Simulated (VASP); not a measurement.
Ga:

```
CELL_PARAMETERS angstrom
2.75977 0.00000 0.00000
0.00000 3.25958 0.00000
-1.33441 0.00000 3.96349
ATOMIC_POSITIONS crystal
Ga 0.13460 0.75000 0.77017
Ga 0.86540 0.25000 0.22983
```

Base run:

```yaml
Program: VASP 6.6.1
Functional: LDA
Potentials_or_basis: VASP PAW LDA potentials, release 64 (Ga_d)
Cutoff: 520 eV
k_mesh: 10 × 8 × 7
Occupations: fermi-dirac, width 0.05 eV
Spin: no spin polarisation
```

Its results: band gap on the k mesh zero (bands 13 and 14 overlap by 8.40 eV); pressure -1.6 GPa; largest force 0.073 eV/Å.

Q: The run is repeated on the same cell with these changes: functional from LDA to PBEsol; potentials or basis from VASP PAW LDA potentials, release 64 (Ga_d) to VASP PAW PBE potentials, release 64 (Ga_d). What comes out?

A: Band gap on the k mesh zero (bands 13 and 14 overlap by 8.47 eV); pressure 0.5 GPa; largest force 0.080 eV/Å.

Caveats: the PAW data sets were made with another functional, which shifts forces and pressure a little (at least some runs).
